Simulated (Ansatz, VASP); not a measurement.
**One calculation of Ti4H3, two programs**

```
Ti H
1.0
     4.21178    0.00000    0.00000
     0.00000    4.21178    0.00000
     0.00000    0.00000    4.37879
Ti H
4 3
Direct
  0.25535 0.25535 0.26004
  0.74465 0.74465 0.26004
  0.74465 0.25535 0.73996
  0.25535 0.74465 0.73996
  0.00000 0.00000 0.00000
  0.00000 0.00000 0.50000
  0.50000 0.50000 0.00000
```

Alike in both runs: functional r2SCAN; k mesh 10 × 10 × 8; occupations gaussian, width 0.1 eV; no spin polarisation.

Ansatz relaxed the structure, and its values are those at the end. VASP's run is a single point on that final structure, the one shown.

```csv
,VASP,Ansatz
version,VASP 6.6.1,Ansatz 0.2.0
potentials or method,"VASP PAW PBE potentials, release 64 (Ti_sv, H), cutoff 520 eV","scalar-relativistic, plane waves, PAW"
valence electrons in the cell,51,51
```

```tsv
	VASP	Ansatz	Ansatz less VASP
gap on the k mesh at the Fermi level (eV)	none	none	-
pressure (GPa)	0.4	0.0	-0.40
rms of the force components (eV/Å)	0.007	0.001	-0.0055
```

VASP's potentials were made for PBE, not for r2SCAN. A gap of «none» marks a metal or a gap that the smearing closes.
